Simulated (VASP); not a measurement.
Crystal: Bi2TePd2.

```
Bi Pd Te
1.0
     3.95451    0.00000    0.00000
    -1.97725    3.42471    0.00000
    -1.97725    1.14157    9.18180
Bi Pd Te
2 2 1
Direct
  0.39806 0.60194 0.19418
  0.60194 0.39806 0.80582
  0.21160 0.78840 0.63480
  0.78840 0.21160 0.36520
  0.00000 0.00000 0.00000
```

* Program: VASP 6.6.1
* Task: relaxation of cell and atoms
* Functional: RPBE
* Potentials or basis: VASP PAW PBE potentials, release 64 (Bi_d, Pd, Te)
* Cutoff: 500 eV
* k mesh: 5 × 5 × 5
* Occupations: methfessel-paxton, width 0.0135 eV
* Spin: no spin polarisation

At the start: pressure 11.9 GPa; volume 24.87 Å³/atom.

Question: How do energy, volume and symmetry change on relaxing?

Answer: Over 52 steps the energy falls by 469.5 meV/atom and the volume is 26.42 Å³/atom (+6.2 %); space group R-3m (No. 166, to 0.1 Å) before and after.

The path:
| step | energy change (eV) | largest force (eV/Å) | pressure (GPa) | volume (Å³) |
| --- | --- | --- | --- | --- |
| 1 | 0.0000 | 3.2859 | 11.94 | 124.35 |
| 3 | -1.1490 | 1.2165 | -1.82 | 148.99 |
| 5 | -1.3173 | 0.7545 | -0.81 | 144.61 |
| 7 | -1.3943 | 0.7837 | 0.46 | 140.66 |
| 9 | -1.4804 | 0.7944 | -0.33 | 141.00 |
| 11 | -1.6388 | 0.1180 | -5.27 | 148.33 |
| 13 | -1.6850 | 0.3729 | -4.48 | 145.52 |
| 15 | -1.8759 | 0.3279 | -2.85 | 140.10 |
| 17 | -1.8998 | 0.3260 | -2.06 | 138.38 |
| 19 | -1.9210 | 0.3616 | -1.45 | 136.90 |
| 21 | -2.0426 | 0.6132 | 0.40 | 131.80 |
| 23 | -2.0583 | 0.5983 | 1.11 | 130.28 |
| 25 | -2.1093 | 0.5642 | 0.78 | 130.27 |
| 27 | -2.1481 | 0.2775 | -1.21 | 133.94 |
| 29 | -2.2006 | 0.1059 | 0.02 | 131.19 |
| 31 | -2.2071 | 0.1421 | 0.59 | 130.09 |
| 33 | -2.2445 | 0.3120 | -0.51 | 132.22 |
| 35 | -2.1551 | 0.1554 | -3.00 | 138.36 |
| 37 | -2.2881 | 0.5156 | -1.99 | 135.30 |
| 39 | -2.3048 | 0.2741 | -1.48 | 134.47 |
| 41 | -2.3166 | 0.3586 | -1.38 | 134.15 |
| 43 | -2.3244 | 0.1288 | 1.75 | 128.52 |
| 45 | -2.3386 | 0.2137 | 0.25 | 131.08 |
| 47 | -2.3474 | 0.0304 | 0.03 | 131.94 |
| 49 | -2.3475 | 0.0223 | 0.01 | 132.06 |
| 51 | -2.3476 | 0.0090 | -0.07 | 132.16 |
| 52 | -2.3476 | 0.0070 | -0.04 | 132.10 |

Final structure:
```
CELL_PARAMETERS angstrom
4.40018 0.00000 0.00000
-2.20009 3.81068 0.00000
-2.20009 1.27023 7.87812
ATOMIC_POSITIONS crystal
Bi 0.42437 0.57563 0.27311
Bi 0.57563 0.42437 0.72689
Pd 0.18622 0.81378 0.55867
Pd 0.81378 0.18622 0.44133
Te 0.00000 0.00000 0.00000
```

Caveat: the k points lie up to 0.33 Å⁻¹ apart in the final cell, too coarse for converged energies and pressures of a metal; the PAW data sets were made with another functional, which shifts forces and pressure a little.
